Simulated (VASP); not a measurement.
# HfSiO4 (P4/mmm) in VASP: notebook, part 2 of 2

VASP 6.6.1. Earlier steps stand in the parts before.

**3. Relaxation of cell and atoms, PBEsol**

This run uses another cell than the first one, of 10.67 Å³/atom, 1.136 times its volume.

Input file INCAR:

```
SYSTEM = HfSiO4
PREC = Accurate ; ENCUT = 600
EDIFF = 1E-6 ; ISMEAR = -1
SIGMA = 0.03 ; LREAL = .False.
LASPH = .True. ; NELM = 80
ALGO = Normal ; ISIF = 3
LWAVE = .False. ; LCHARG = .False.
GGA = PS ; IBRION = 2
NSW = 100 ; EDIFFG = -0.01
```

Input file KPOINTS:

```
regular mesh
0
Gamma
  6 6 4
  0 0 0
```

Input file POSCAR:

```
HfSiO4
1.0
    3.5436574200      0.0000000000      0.0000000000
    0.0000000000      3.5436574200      0.0000000000
    0.0000000000      0.0000000000      5.0996919900
Hf Si O
1 1 4
Direct
    0.0000000000      0.0000000000      0.0000000000
    0.5000000000      0.5000000000      0.5000000000
    0.5000000000      0.0000000000      0.7327468500
    0.0000000000      0.5000000000      0.2672531500
    0.5000000000      0.0000000000      0.2672531500
    0.0000000000      0.5000000000      0.7327468500
```

Potentials or basis: VASP PAW PBE potentials, release 64 (Hf_pv, Si, O).

The run is started by

```sh
cat potpaw_PBE.64/Hf_pv/POTCAR potpaw_PBE.64/Si/POTCAR potpaw_PBE.64/O/POTCAR > POTCAR
mpirun -np 1 vasp_std > vasp.out
```

OUTCAR:

```text
SYSTEM = HfSiO4
   PREC = Accurate
   ENCUT = 600
   EDIFF = 1E-6
   ISMEAR = -1
   LREAL = .False.
   LASPH = .True.
   NELM = 80
   ISIF = 3
   GGA = PS
   IBRION = 2
   NSW = 100
   EDIFFG = -0.01

 ion  position               nearest neighbor table
   1  0.000  0.000  0.000-   3 2.24   4 2.24   5 2.24   6 2.24   4 2.24   6 2.24   3 2.24   5 2.24

   2  0.500  0.500  0.500-   3 2.13   4 2.13   5 2.13   6 2.13   3 2.13   5 2.13   4 2.13   6 2.13

   3  0.500  0.000  0.733-   2 2.13   2 2.13   1 2.24   1 2.24
   4  0.000  0.500  0.267-   2 2.13   2 2.13   1 2.24   1 2.24
   5  0.500  0.000  0.267-   2 2.13   2 2.13   1 2.24   1 2.24
   6  0.000  0.500  0.733-   2 2.13   2 2.13   1 2.24   1 2.24

  LATTYP: Found a simple tetragonal cell.
 ALAT       =     3.5436574200
 C/A-ratio  =     1.4391041192

  Lattice vectors:

 A1 = (   3.5436574200,   0.0000000000,   0.0000000000)
 A2 = (   0.0000000000,   3.5436574200,   0.0000000000)
 A3 = (   0.0000000000,   0.0000000000,   5.0996919900)

Analysis of symmetry for initial positions (statically):
=====================================================================
 Subroutine PRICEL returns:
[... 185 lines left out ...]
  --------------------------------------------------------------------------------------
  -------------------------------------------------------------------------------------
  Total      -10.2270208    -10.2270208    -12.0660586      0.0000000      0.0000000      0.0000000
  in kB     -255.8658450   -255.8658450   -301.8760142      0.0000000      0.0000000      0.0000000
  external PRESSURE =    -271.2025681 kB  Pullay stress =       0.0000000 kB
[... 307 lines left out ...]
--------------------------------------- Ionic step        9  -------------------------------------------

 number of electron      37.9999983 magnetization

 Free energy of the ion-electron system (eV)
  ---------------------------------------------------
  ext. energy  EPLUGINS =         0.00000000
  ---------------------------------------------------
  free energy    TOTEN  =       -52.00717284 eV

  energy without entropy =      -52.00634469  energy(sigma->0) =      -52.00675876

 E-fermi :   6.4206     XC(G=0): -12.3476

 val. band max:        6.3592635676   @ k =   0.5000   0.5000   0.0000
 cond. band min:       6.4488201785   @ k =   0.5000   0.5000   0.0000
 fundamental gap:      0.0895566109
 Fermi energy:         6.4205809437

 k-point     1 :       0.0000    0.0000    0.0000
  band No.  band energies     occupation
      1     -23.5476      2.00000
      2     -23.3512      2.00000
      3     -23.3512      2.00000
      4     -14.1858      2.00000
      5     -11.4744      2.00000
      6     -10.9754      2.00000
[... 613 lines left out ...]
     22      11.3393      0.00000
     23      14.3502      0.00000

 [... further k-points ...]

------------------------ aborting loop because EDIFF is reached ----------------------------------------

  FORCE on cell =-STRESS in cart. coord.  units (eV):
  Direction    XX          YY          ZZ          XY          YZ          ZX
  --------------------------------------------------------------------------------------
  -------------------------------------------------------------------------------------
  Total       -0.0385341     -0.0385341     -0.0036472      0.0000000      0.0000000      0.0000000
  in kB       -1.1039318     -1.1039318     -0.1044860      0.0000000      0.0000000      0.0000000
  external PRESSURE =      -0.7707832 kB  Pullay stress =       0.0000000 kB
[... 21 lines left out ...]
  FREE ENERGIE OF THE ION-ELECTRON SYSTEM (eV)
  ---------------------------------------------------
  free  energy   TOTEN  =       -52.0071728355 eV

  energy  without entropy=      -52.0063446879  energy(sigma->0) =      -52.00675876

 reached required accuracy - stopping structural energy minimisation
```

Wall time 3.4 min (1 thread of Intel Xeon Platinum 8259CL at 2.50GHz (Skylake/Cascade Lake), shared host); peak memory 0.22 GiB.

Results:

```yaml
Free_energy: -52.0072 eV
Relaxed_volume: 9.32 Å³/atom
Relaxed_cell: a = 3.394 Å, b = 3.394 Å, c = 4.856 Å, α = 90.00°, β = 90.00°, γ = 90.00°
Space_group_after_relaxing_to_0.05_Å: P4/mmm (No. 123)
Energy_gained_by_relaxing: 129.9 meV/atom
Ionic_steps: 9
Pressure_after_relaxing: -0.1 GPa
Band_gap_on_the_k_mesh: 0.09 eV, direct
```

Stress tensor (GPa, compression positive):
```
-0.11  0.00  0.00
 0.00 -0.11  0.00
 0.00  0.00 -0.01
```

Step by step:
| step | energy change (eV) | largest force (eV/Å) | pressure (GPa) | volume (Å³) |
| --- | --- | --- | --- | --- |
| 1 | 0.0000 | 0.4547 | -27.12 | 64.04 |
| 2 | 0.3252 | 1.5760 | 52.30 | 48.71 |
| 3 | -0.7728 | 0.2599 | -1.37 | 56.31 |
| 4 | -0.7736 | 0.2820 | -0.56 | 56.12 |
| 5 | -0.7735 | 0.3018 | 0.20 | 55.97 |
| 6 | -0.7782 | 0.1009 | 0.55 | 55.77 |
| 7 | -0.7790 | 0.0115 | 0.42 | 55.83 |
| 8 | -0.7793 | 0.0078 | -0.39 | 55.98 |
| 9 | -0.7795 | 0.0006 | -0.08 | 55.93 |

Final structure:
```cif
data_structure
_symmetry_space_group_name_H-M 'P 1'
_symmetry_Int_Tables_number 1
_cell_length_a 3.3936
_cell_length_b 3.3936
_cell_length_c 4.8561
_cell_angle_alpha 90.000
_cell_angle_beta 90.000
_cell_angle_gamma 90.000
_cell_volume 55.93
loop_
_atom_site_label
_atom_site_type_symbol
_atom_site_fract_x
_atom_site_fract_y
_atom_site_fract_z
_atom_site_occupancy
Hf1 Hf 0.00000 0.00000 0.00000 1
Si1 Si 0.50000 0.50000 0.50000 1
O1 O 0.50000 0.00000 0.73264 1
O2 O 0.00000 0.50000 0.26736 1
O3 O 0.50000 0.00000 0.26736 1
O4 O 0.00000 0.50000 0.73264 1
```

Caveat: the PAW data sets were made with another functional, which shifts forces and pressure a little; spin-orbit coupling is left out, which moves the levels of the heavy elements. A k mesh can miss the band edges.
